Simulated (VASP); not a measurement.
Pt, 1 atom in the cell. The structure is orthorhombic, space group Fmmm (No. 69). The conventional cell has a = 3.894 Å, b = 4.030 Å, c = 4.215 Å, α = 90.00°, β = 90.00°, γ = 90.00°. Pt (site symmetry mmm) has 12 Pt at 2.80 to 2.92 Å within 3.7 Å.  This cell differs from its parent crystal: normal strain along x +0.0825, normal strain along z +0.0350.

- Program: VASP 6.6.1
- Task: single point
- Functional: LDA
- Potentials or basis: VASP PAW LDA potentials, release 64 (Pt)
- Cutoff: 520 eV
- k mesh: 20 × 20 × 20
- Occupations: gaussian, width 0.15 eV
- Spin: no spin polarisation
- Dipole correction: no
- Further INCAR settings: ALGO = Fast; EDIFF = 1e-06; NBANDS = 11

Potentials or basis: VASP PAW LDA potentials, release 64 (Pt).

Command:

```console
$ cat potpaw_LDA.64/Pt/POTCAR > POTCAR
$ mpirun -np 1 vasp_std > vasp.out
```

Hardware: 1 thread of Intel Xeon 8259CL, on a shared host.

Task: Estimate the wall time of this run.

Result: It took 3.7 min on 1 thread of Intel Xeon 8259CL, on a shared host, peak memory 0.32 GiB. Counts: scf iterations 12, k points 1166.
